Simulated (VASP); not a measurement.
# Si3C2 (P-3m1) in VASP: further runs

Runs on Si3C2. Level: PBE. Tasks: single point.

Program: VASP 6.6.1. These are calculated values, not measurements. Logs are shortened: lines on timing, memory, paths and dates and some standing lists are left out, and cuts for length are marked.

## (1) The cell of the first run

Symmetry: P-3m1, No. 164, trigonal system. The conventional cell has a = 2.513 Å, b = 2.513 Å, c = 24.979 Å, α = 90.00°, β = 90.00°, γ = 120.00°. Within 3.3 Å of Si (site symmetry 3m) lie 9 Si at 2.51 to 2.92 Å. Within 3.3 Å of Si (site symmetry 3m) lie 12 Si at 2.51 to 3.01 Å. Within 3.3 Å of Si (site symmetry 3m) lie 12 Si at 2.51 to 3.01 Å. Within 1.9 Å of C (site symmetry 3m) lie 3 C at 1.45 Å. C (site symmetry 3m) has 3 C at 1.45 Å within 1.9 Å.

## (2) Single point, PBE, collinear spin, ferromagnetic start

INCAR reads:

```
SYSTEM = Si3C2
  PREC = Accurate
  ENCUT = 520
  EDIFF = 1E-7
  ISMEAR = 0
  SIGMA = 0.1
  LREAL = .False.
  LASPH = .True.
  NELM = 150
  ALGO = Normal
  ISIF = 2
  LWAVE = .False.
  LCHARG = .True.
  ISPIN = 2
  MAGMOM = 0 0 0 0 0 0 1 1 1 1
  LORBIT = 11
  GGA = PE
  LELF = .True.
  LVHAR = .True.
  NBANDS = 35
```

KPOINTS reads:

```
Automatic mesh
0
Gamma
  6 6 1
  0 0 0
```

POSCAR reads:

```
Si3C2
1.0
    2.5125540881      0.0000000000      0.0000000000
   -1.2562770440      2.1759356687      0.0000000000
    0.0000000000      0.0000000000     24.9787871048
Si C
6 4
Direct
    0.3333333333      0.6666666667      0.7422839654
    0.3333333333      0.6666666667      0.9495016880
    0.3333333333      0.6666666667      0.1562361845
    0.6666666667      0.3333333333      0.8437638155
    0.6666666667      0.3333333333      0.0504983120
    0.6666666667      0.3333333333      0.2577160346
    0.3333333333      0.6666666667      0.4269487592
    0.3333333333      0.6666666667      0.5730449628
    0.6666666667      0.3333333333      0.4269550372
    0.6666666667      0.3333333333      0.5730512408
```

Potentials or basis: VASP PAW PBE potentials, release 64 (Si, C).

Command:

```
cat potpaw_PBE.64/Si/POTCAR potpaw_PBE.64/C/POTCAR > POTCAR
mpirun -np 1 vasp_std > vasp.out
```

OUTCAR:

```text
SYSTEM = Si3C2
   PREC = Accurate
   ENCUT = 520
   EDIFF = 1E-7
   ISMEAR = 0
   LREAL = .False.
   LASPH = .True.
   NELM = 150
   ISIF = 2
   ISPIN = 2
   LORBIT = 11
   GGA = PE

 ion  position               nearest neighbor table
   1  0.333  0.667  0.742-   4 2.92   4 2.92   4 2.92
   2  0.333  0.667  0.950-   5 2.91   5 2.91   5 2.91   4 3.01   4 3.01   4 3.01
   3  0.333  0.667  0.156-   6 2.92   6 2.92   6 2.92   5 3.01   5 3.01   5 3.01
   4  0.667  0.333  0.844-   1 2.92   1 2.92   1 2.92   2 3.01   2 3.01   2 3.01
   5  0.667  0.333  0.050-   2 2.91   2 2.91   2 2.91   3 3.01   3 3.01   3 3.01
   6  0.667  0.333  0.258-   3 2.92   3 2.92   3 2.92
   7  0.333  0.667  0.427-   9 1.45   9 1.45   9 1.45
   8  0.333  0.667  0.573-  10 1.45  10 1.45  10 1.45
   9  0.667  0.333  0.427-   7 1.45   7 1.45   7 1.45
  10  0.667  0.333  0.573-   8 1.45   8 1.45   8 1.45

  LATTYP: Found a hexagonal cell.
 ALAT       =     2.5125540881
 C/A-ratio  =     9.9415917942

  Lattice vectors:

 A1 = (   2.5125540881,   0.0000000000,   0.0000000000)
 A2 = (  -1.2562770440,   2.1759356687,   0.0000000000)
 A3 = (   0.0000000000,   0.0000000000,  24.9787871048)

Analysis of symmetry for initial positions (statically):
=====================================================================
 Subroutine PRICEL returns:
 Original cell was already a primitive cell.

 Routine SETGRP: Setting up the symmetry group for a
 hexagonal supercell.

 Subroutine GETGRP returns: Found 12 space group operations
 (whereof 12 operations were pure point group operations)
 out of a pool of 24 trial point group operations.

The static configuration has the point symmetry D_3d.

Analysis of symmetry for dynamics (positions and initial velocities):
=====================================================================
 Subroutine PRICEL returns:
 Original cell was already a primitive cell.

 Routine SETGRP: Setting up the symmetry group for a
 hexagonal supercell.

 Subroutine GETGRP returns: Found 12 space group operations
 (whereof 12 operations were pure point group operations)
 out of a pool of 24 trial point group operations.

The dynamic configuration has the point symmetry D_3d.

Analysis of structural, dynamic, and magnetic symmetry:
=====================================================================
 Subroutine PRICEL returns:
 Original cell was already a primitive cell.

 Routine SETGRP: Setting up the symmetry group for a
 hexagonal supercell.

 Subroutine GETGRP returns: Found 12 space group operations
 (whereof 12 operations were pure point group operations)
 out of a pool of 24 trial point group operations.

The overall configuration has the point symmetry D_3d.

 Subroutine INISYM returns: Found 12 space group operations
 (whereof 12 operations are pure point group operations),
 and found     1 'primitive' translations

----------------------------------------------------------------------------------------

                                     Primitive cell

  volume of cell :     136.5629

  direct lattice vectors                    reciprocal lattice vectors
     2.512554088  0.000000000  0.000000000     0.398001382  0.229786205  0.000000000
    -1.256277044  2.175935669  0.000000000     0.000000000  0.459572410  0.000000000
     0.000000000  0.000000000 24.978787105     0.000000000  0.000000000  0.040033969

  length of vectors
     2.512554088  2.512554088 24.978787105     0.459572410  0.459572410  0.040033969

  position of ions in fractional coordinates (direct lattice)
     0.333333333  0.666666667  0.742283965
     0.333333333  0.666666667  0.949501688
     0.333333333  0.666666667  0.156236185
     0.666666667  0.333333333  0.843763815
     0.666666667  0.333333333  0.050498312
     0.666666667  0.333333333  0.257716035
     0.333333333  0.666666667  0.426948759
     0.333333333  0.666666667  0.573044963
     0.666666667  0.333333333  0.426955037
     0.666666667  0.333333333  0.573051241

  ion indices of the primitive-cell ions
   primitive index   ion index
                 1           1
                 2           2
                 3           3
                 4           4
                 5           5
                 6           6
                 7           7
                 8           8
                 9           9
                10          10

----------------------------------------------------------------------------------------

 KPOINTS: Automatic mesh

Automatic generation of k-mesh.
 Grid dimensions read from file:
 generate k-points for:    6    6    1

 Generating k-lattice:

  Cartesian coordinates                     Fractional coordinates (reciprocal lattice)
     0.066333564  0.038297701  0.000000000     0.166666667  0.000000000  0.000000000
     0.000000000  0.076595402  0.000000000     0.000000000  0.166666667  0.000000000
     0.000000000  0.000000000  0.040033969     0.000000000  0.000000000  1.000000000

  Length of vectors
     0.076595402  0.076595402  0.040033969

  Shift w.r.t. Gamma in fractional coordinates (k-lattice)
     0.000000000  0.000000000  0.000000000

 Subroutine IBZKPT returns following result:
 ===========================================

 Found      7 irreducible k-points:

 Following reciprocal coordinates:
            Coordinates               Weight
  0.000000  0.000000  0.000000      1.000000
  0.166667  0.000000  0.000000      6.000000
  0.333333  0.000000  0.000000      6.000000
  0.500000  0.000000  0.000000      3.000000
  0.166667  0.166667  0.000000      6.000000
  0.333333  0.166667  0.000000     12.000000
  0.333333  0.333333  0.000000      2.000000
   k-points           NKPTS =      7   k-points in BZ     NKDIM =      7   number of bands    NBANDS=     35
   number of dos      NEDOS =    301   number of ions     NIONS =     10
   total plane-waves  NPLWV =  76800
   dimension x,y,z NGX =    20 NGY =   20 NGZ =  192
   dimension x,y,z NGXF=    40 NGYF=   40 NGZF=  384
   ions per type =               6   4
   NGX,Y,Z   is equivalent  to a cutoff of  13.23, 13.23, 12.78 a.u.
   NGXF,Y,Z  is equivalent  to a cutoff of  26.47, 26.47, 25.56 a.u.
 SYSTEM =  Si3C2
   PREC   = accura    normal or accurate (medium, high low for compatibility)
   ISTART =      0    job   : 0-new  1-cont  2-samecut
   ICHARG =      2    charge: 1-file 2-atom 10-const
   ISPIN  =      2    spin polarized calculation?
   LNONCOLLINEAR =      F non collinear calculations
   LSORBIT =      F    spin-orbit coupling
   LASPH  =      T    aspherical Exc in radial PAW
   ENCUT  =  520.0 eV  38.22 Ry    6.18 a.u.   4.67  4.67 46.44*2*pi/ulx,y,z
   NELM   =    150;   NELMIN=  2; NELMDL= -5     # of ELM steps
   EDIFF  = 0.1E-06   stopping-criterion for ELM
   LREAL  =      F    real-space projection
   EDIFFG = 0.1E-05   stopping-criterion for IOM
   NSW    =      0    number of steps for IOM
   IBRION =     -1    ionic relax: 0-MD 1-quasi-New 2-CG
   NFREE  =      0    steps in history (QN), initial steepest desc. (CG)
   ISIF   =      2    stress and relaxation
   ISYM   =      2    0-nonsym 1-usesym 2-fastsym
   POTIM  = 0.5000    time-step for ionic-motion
   TEBEG  =    0.0;   TEEND  =   0.0 temperature during run
   PSTRESS=    0.0 pullay stress
   NELECT =      40.0000    total number of electrons
   NUPDOWN=      -1.0000    fix difference up-down
   EMIN   =  10.00;   EMAX   =-10.00  energy-range for DOS
   EFERMI =   0.00;   METHOD = LEGACY
   ISMEAR =     0;   SIGMA  =   0.10  broadening in eV -4-tet -1-fermi 0-gaus
   EFERMI_NEDOS =   21; number of points for ismear=-14 and -15
   IALGO  =     38    algorithm
   IMIX   =      4    mixing-type and parameters
     AMIX     =   0.40;   BMIX     =  1.00
     AMIX_MAG =   1.60;   BMIX_MAG =  1.00
  volume/ion in A,a.u.               =      13.66        92.16
  Fermi-wavevector in a.u.,A,eV,Ry     =   1.087219  2.054547 16.082715  1.182046
  Thomas-Fermi vector in A             =   2.223374
   LORBIT       =     11    0 simple, 1 ext, 2 COOP (PROOUT), +10 PAW based schemes
   GGA     = PE    functional components
   LHFCALC =     F    Hartree Fock is set to
   AEXX    =    0.0000 exact exchange contribution
   IVDW    =     0    specifies the selected vdW correction
   LEPSILON=     F    determine dielectric tensor
   LRPA    =     F    only Hartree local field effects (RPA)
 spin polarized calculation
 Gauss-broadening in eV      SIGMA  =   0.10
  energy-cutoff  :      520.00
  volume of cell :      136.56
 maximum number of plane-waves:      3729
 NGX is ok and might be reduce to    20
   NGX =  9   NGY =  9   NGZ = 93

 number of electron      40.0000001 magnetization      -0.0003634

 number of electron      40.0000001 magnetization       0.0000147

 Free energy of the ion-electron system (eV)
  ---------------------------------------------------
  ext. energy  EPLUGINS =         0.00000000
  ---------------------------------------------------
  free energy    TOTEN  =       -65.73788087 eV

  energy without entropy =      -65.71852097  energy(sigma->0) =      -65.72820092

 E-fermi :   7.1337     XC(G=0): -10.1543

 val. band max:        6.8994945095   @ k =   0.5000   0.0000   0.0000
 cond. band min:       7.1503422853   @ k =   0.3333   0.1667   0.0000
 fundamental gap:      0.2508477758
 Fermi energy:         7.1337459458

 spin component 1

 k-point     1 :       0.0000    0.0000    0.0000
  band No.  band energies     occupation
      1     -12.0469      1.00000
      2     -11.9684      1.00000
      3      -7.4276      1.00000
      4      -7.0323      1.00000
      5      -6.5415      1.00000
      6      -5.5125      1.00000
[... 24 lines left out ...]
     31      17.8749      0.00000
     32      18.2723      0.00000
[... 178 lines left out ...]
      1      -5.3875      1.00000
      2      -5.3875      1.00000
      3      -5.3400      1.00000
      4      -5.3400      1.00000
      5      -3.1021      1.00000
      6      -3.0671      1.00000
[... 24 lines left out ...]
     31      10.5859      0.00000
     32      10.5859      0.00000
 Fermi energy:         7.1337459458

 spin component 2

 k-point     1 :       0.0000    0.0000    0.0000
  band No.  band energies     occupation
      1     -12.0468      1.00000
      2     -11.9683      1.00000
      3      -7.4277      1.00000
      4      -7.0324      1.00000
      5      -6.5415      1.00000
      6      -5.5125      1.00000
[... 24 lines left out ...]
     31      17.8750      0.00000
     32      18.2724      0.00000
[... 178 lines left out ...]
      1      -5.3875      1.00000
      2      -5.3875      1.00000
      3      -5.3399      1.00000
      4      -5.3399      1.00000
      5      -3.1021      1.00000
      6      -3.0671      1.00000
[... 24 lines left out ...]
     31      10.5858      0.00000
     32      10.5858      0.00000
 [bands above 32 left out]

------------------------ aborting loop because EDIFF is reached ----------------------------------------

  FORCE on cell =-STRESS in cart. coord.  units (eV):
  Direction    XX          YY          ZZ          XY          YZ          ZX
  --------------------------------------------------------------------------------------
  -------------------------------------------------------------------------------------
  Total        0.0894788      0.0894788      0.0204363      0.0000000      0.0000000      0.0000000
  in kB        1.0497787      1.0497787      0.2397620      0.0000000      0.0000000      0.0000000
  external PRESSURE =       0.7797731 kB  Pullay stress =       0.0000000 kB

 VOLUME and BASIS-vectors are now :
 -----------------------------------------------------------------------------
  energy-cutoff  :      520.00
  volume of cell :      136.56
      direct lattice vectors                 reciprocal lattice vectors
     2.512554088  0.000000000  0.000000000     0.398001382  0.229786205  0.000000000
    -1.256277044  2.175935669  0.000000000     0.000000000  0.459572410  0.000000000
     0.000000000  0.000000000 24.978787105     0.000000000  0.000000000  0.040033969

 POSITION                                       TOTAL-FORCE (eV/Angst)
 -----------------------------------------------------------------------------------
     -0.00000      1.45062     18.54135         0.000000      0.000000      0.004419
     -0.00000      1.45062     23.71740        -0.000000     -0.000000      0.001019
     -0.00000      1.45062      3.90259         0.000000     -0.000000      0.002643
      1.25628      0.72531     21.07620        -0.000000     -0.000000     -0.002643
      1.25628      0.72531      1.26139        -0.000000      0.000000     -0.001019
      1.25628      0.72531      6.43743         0.000000     -0.000000     -0.004419
     -0.00000      1.45062     10.66466        -0.000000      0.000000      0.004643
     -0.00000      1.45062     14.31397         0.000000      0.000000      0.004894
      1.25628      0.72531     10.66482         0.000000      0.000000     -0.004894
      1.25628      0.72531     14.31412        -0.000000     -0.000000     -0.004643
 -----------------------------------------------------------------------------------
    total drift:                               -0.000000     -0.000000      0.000000

  FREE ENERGIE OF THE ION-ELECTRON SYSTEM (eV)
  ---------------------------------------------------
  free  energy   TOTEN  =       -65.7378808669 eV

  energy  without entropy=      -65.7185209717  energy(sigma->0) =      -65.72820092

 total charge

# of ion       s       p       d       tot
------------------------------------------
    1        0.836   0.756   0.000   1.592
    2        0.815   0.766   0.000   1.581
    3        0.826   0.753   0.000   1.579
    4        0.826   0.753   0.000   1.579
    5        0.815   0.766   0.000   1.581
    6        0.836   0.756   0.000   1.592
    7        0.850   1.732   0.000   2.581
    8        0.850   1.732   0.000   2.581
    9        0.850   1.732   0.000   2.581
   10        0.850   1.732   0.000   2.581
--------------------------------------------------
tot          8.351  11.477   0.000  19.828

 magnetization (x)

# of ion       s       p       d       tot
------------------------------------------
    1       -0.000  -0.000   0.000  -0.000
    2       -0.000  -0.000   0.000  -0.000
    3       -0.000  -0.000   0.000  -0.000
    4       -0.000  -0.000   0.000  -0.000
    5       -0.000  -0.000   0.000  -0.000
    6       -0.000  -0.000   0.000  -0.000
    7        0.000   0.000   0.000   0.000
    8        0.000   0.000   0.000   0.000
    9        0.000   0.000   0.000   0.000
   10        0.000   0.000   0.000   0.000
--------------------------------------------------
tot         -0.000  -0.000   0.000  -0.000
```

Run time: 2.2 min. Hardware: 1 thread of Intel Xeon Platinum 8559C (Emerald Rapids), shared host; peak memory 0.32 GiB.

What came out:

| Property | Result |
| --- | --- |
| Free energy | -65.7379 eV |
| Pressure | 0.1 GPa |
| Largest force | 0.005 eV/Å |
| Band gap on the k mesh | zero (filled and empty bands overlap) |
| Net moment | 0.00 μB per cell |
| Valence electrons inside the program's atomic spheres | Si 1.59, 1.58; C 2.58 |

Forces in eV/Å, atoms in the order of the input:
```
Si   0.000  0.000  0.004
Si   0.000  0.000  0.001
Si   0.000  0.000  0.003
Si   0.000  0.000 -0.003
Si   0.000  0.000 -0.001
Si   0.000  0.000 -0.004
C    0.000  0.000  0.005
C    0.000  0.000  0.005
C    0.000  0.000 -0.005
C    0.000  0.000 -0.005
```

Caveat: the k points lie up to 0.48 Å⁻¹ apart.

(Continued in part 2 of 2.)
